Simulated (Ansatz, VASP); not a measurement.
## Au in VASP and in Ansatz

```
CELL_PARAMETERS angstrom
0.00000 2.03642 2.03642
2.03642 0.00000 2.03642
2.03642 2.03642 0.00000
ATOMIC_POSITIONS crystal
Au 0.00000 0.00000 0.00000
```

Alike in both runs: task single point; functional PBE; k mesh 18 × 18 × 18; occupations methfessel-paxton of order 1, width 0.2 eV; no spin polarisation.

|  | VASP | Ansatz |
| --- | --- | --- |
| version | VASP 6.6.1 | Ansatz 0.2.0 |
| potentials or method | VASP PAW PBE potentials, release 64 (Au), cutoff 500 eV | scalar-relativistic, plane waves, PAW |
| valence electrons in the cell | 11 | 19 |

```csv
,VASP,Ansatz,Ansatz less VASP
gap on the k mesh at the Fermi level (eV),none,none,-
pressure (GPa),10.2,10.5,+0.31
```

A gap of «none» marks a metal or a gap that the smearing closes. VASP's potentials hold 11 valence electrons a cell and Ansatz's 19, so a difference there can come from the potentials and not from the codes.

Neither program's run includes spin-orbit coupling.
